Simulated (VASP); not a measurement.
A run of VASP 6.6.1 is set up as follows.

File POSCAR:

```
Ru
1.0
    1.3514453965     -2.3407720905      0.0000000000
    1.3514453966      2.3407720905      0.0000000000
    0.0000000000      0.0000000000      4.2643690370
Ru
2
Direct
    0.6666666670      0.3333333330      0.2500000000
    0.3333333330      0.6666666670      0.7500000000
```

The input INCAR.step1:

```
SYSTEM = Ru
  PREC = Accurate
  ENCUT = 520
  ISMEAR = -1
  SIGMA = 0.05
  LREAL = .False.
  LASPH = .True.
  NELM = 80
  NBANDS = 21
  GGA = PE
  ALGO = Normal
  EDIFF = 1E-4
  LWAVE = .True.
  LCHARG = .False.
```

INCAR.step2

```
SYSTEM = Ru
  PREC = Accurate
  ENCUT = 520
  EDIFF = 1E-6
  ISMEAR = -1
  SIGMA = 0.05
  LREAL = .False.
  LASPH = .True.
  NELM = 80
  ALGO = Normal
  ISIF = 2
  LWAVE = .False.
  LCHARG = .True.
  METAGGA = R2SCAN
  LMIXTAU = .True.
  LELF = .True.
  LVHAR = .True.
  NBANDS = 21
  ISTART = 1
```

The input KPOINTS:

```
regular mesh
0
Gamma
  15 15 9
  0 0 0
```

Potentials or basis: VASP PAW PBE potentials, release 64 (Ru_pv).

Command:

```sh
$ cat potpaw_PBE.64/Ru_pv/POTCAR > POTCAR
$ cp INCAR.step1 INCAR
$ mpirun -np 1 vasp_std > vasp.out
$ cp INCAR.step2 INCAR
$ mpirun -np 1 vasp_std > vasp.out
```

(1) What does it give for the pressure?

(2) Estimate the band gap on the k mesh.

Answers

(1) 1.5 GPa.

(2) zero (band 14 reaches 14.45 eV, above the bottom of band 15 at 11.24 eV).

Caveat: the PAW data sets were made with another functional, which shifts forces and pressure a little.
